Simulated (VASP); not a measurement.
Runs of VASP 6.6.1 on Cs. The structure is that of space group Fm-3m (No. 225), or close to it. The cells are those of the table. This isn't the form of Cs at room conditions, which is bcc.

| task | cell | gap on the mesh (eV) | pressure (GPa) |
| --- | --- | --- | --- |
| single point | a = 3.899 Å, angles 60.0°, 1 atom | none | 5.1 |
| relaxation of cell and atoms | relaxed to 5 GPa from a = 5.402 Å, angles 60.0°, 1 atom | none | 5.0 |
| relaxation of cell and atoms | relaxed from a = 5.402 Å, angles 60.0°, 1 atom | none | 0.0 |
| relaxation of cell and atoms | relaxed to 20 GPa from a = 5.402 Å, angles 60.0°, 1 atom | none | 19.9 |
| single point | a = 3.348 Å, angles 60.0°, 1 atom | none | (a) |

Alike in all rows: level PBEsol; potentials or basis VASP PAW PBE potentials, release 64 (Cs_sv); no spin polarisation; k mesh 5 × 5 × 5; cutoff (eV) 500; smearing fermi-dirac 0.05 eV.

Problem. Fill in the values left out.

Solution. (a) 21.3.

Caveats: some runs use coarse meshes; the PAW data sets were made with another functional, which shifts forces and pressure a little; spin-orbit coupling is left out, which moves the levels of the heavy elements; the cell is relaxed towards a set pressure, so the run minimises the enthalpy, not the energy (at least some runs).

A k mesh can miss the band edges, and the runs leave out spin-orbit coupling on Cs.

A gap of «none» marks levels without a gap at the run's occupations.
